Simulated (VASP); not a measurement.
Runs of VASP 6.6.1 on Ru. The structure is that of space group P6_3/mmc (No. 194), or close to it. The cells are those of the table. 

```csv
cell,further INCAR settings,gap on the mesh (eV),pressure (GPa)
"a = 2.622, b = 2.622, c = 4.252 Å, angles 90.0, 90.0, 120.0°, 2 atoms",ALGO = Fast; EDIFF = 1e-07; NBANDS = 21,none,19.9
"a = 2.622, b = 2.622, c = 4.465 Å, angles 90.0, 90.0, 120.0°, 2 atoms",ALGO = Fast; EDIFF = 1e-06; NBANDS = 21,none,2.0
"a = 2.622, b = 2.622, c = 4.358 Å, angles 90.0, 90.0, 120.0°, 2 atoms",ALGO = Fast; EDIFF = 1e-07; NBANDS = 21,none,10.0
"a = 2.690, b = 2.690, c = 4.039 Å, angles 90.0, 90.0, 120.0°, 2 atoms",ALGO = Fast; EDIFF = 1e-06; NBANDS = 21,none,(b)
"a = 2.690, b = 2.690, c = 4.146 Å, angles 90.0, 90.0, 120.0°, 2 atoms",ALGO = Fast; EDIFF = 1e-07; NBANDS = 21,none,(a)
```

Alike in all rows: task single point; level PBEsol; potentials or basis VASP PAW PBE potentials, release 64 (Ru_pv); no spin polarisation; k mesh 24 × 24 × 14; cutoff (eV) 520; smearing gaussian 0.15 eV.

Q: Fill in the values left out.

A: (a) 10.1; (b) 22.3.

Caveats: the PAW data sets were made with another functional, which shifts forces and pressure a little; the stress differs along the axes, from 10 to 25 GPa (at least some runs); the stress differs along the axes, from -23 to 15 GPa (at least some runs); the stress differs along the axes, from -8 to 19 GPa (at least some runs); the stress differs along the axes, from 13 to 42 GPa (at least some runs); the stress differs along the axes, from 6 to 19 GPa (at least some runs).

A k mesh can miss the band edges, and the runs leave out spin-orbit coupling on Ru.

A gap of «none» marks levels without a gap at the run's occupations.
